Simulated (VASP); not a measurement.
Set up this calculation in VASP 6.6.1, as the native input.

| Item | Value |
| --- | --- |
| Task | single point |
| Functional | PBE |
| Potentials or basis | VASP PAW PBE potentials, release 64 (Hf_pv, O) |
| Cutoff | 520 eV |
| k mesh | 6 × 6 × 6 |
| Occupations | gaussian, width 0.05 eV |
| Spin | no spin polarisation |
| Dipole correction | no |
| Further INCAR settings | ALGO = Normal; EDIFF = 1e-06; NBANDS = 31 |

The structure of HfO2 lies in POSCAR:

```
HfO2
1.0
    0.0000000000     -2.5489194559     -2.5489194559
    0.0000000000      2.5489194559     -2.5489194559
    5.0978389119      0.0000000000      0.0000000000
Hf O
2 4
Direct
    0.5205577308      0.4794422692      0.5000000000
   -0.0205577308      0.0205577308      0.0000000000
    0.0001499571      0.5001499571      0.7500000000
    0.4998500429     -0.0001499571      0.2500000000
    0.0001499571      0.5001499571      0.2500000000
    0.4998500429     -0.0001499571      0.7500000000
```

This cell differs from its parent crystal: atoms displaced along a vibrational mode.

One way to write it, as run:

INCAR

```
SYSTEM = HfO2
PREC = Accurate ; ENCUT = 520
EDIFF = 1E-6 ; ISMEAR = 0
SIGMA = 0.05 ; LREAL = .FALSE.
LASPH = .TRUE. ; NELM = 80
ALGO = Normal ; ISIF = 2
LWAVE = .FALSE. ; LCHARG = .TRUE.
GGA = PE ; LELF = .TRUE.
LVHAR = .TRUE. ; NBANDS = 31
```

KPOINTS

```
Automatic mesh
0
G
  6 6 6
  0 0 0
```

Potentials or basis: VASP PAW PBE potentials, release 64 (Hf_pv, O).

Command:

```bash
$ cat potpaw_PBE.64/Hf_pv/POTCAR potpaw_PBE.64/O/POTCAR > POTCAR
$ mpirun -np 1 vasp_std > vasp.out
```

Results of the run:

```yaml
Pressure: -2.4 GPa
Largest_force: 0.573 eV/Å
Band_gap_on_the_k_mesh: 3.75 eV
```

Caveat: the cell differs from its parent crystal (atoms displaced along a vibrational mode); spin-orbit coupling is left out, which moves the levels of the heavy elements.

Run time: 3.5 min on 1 thread of Intel Xeon 8259CL, on a shared host, peak memory 0.24 GiB.
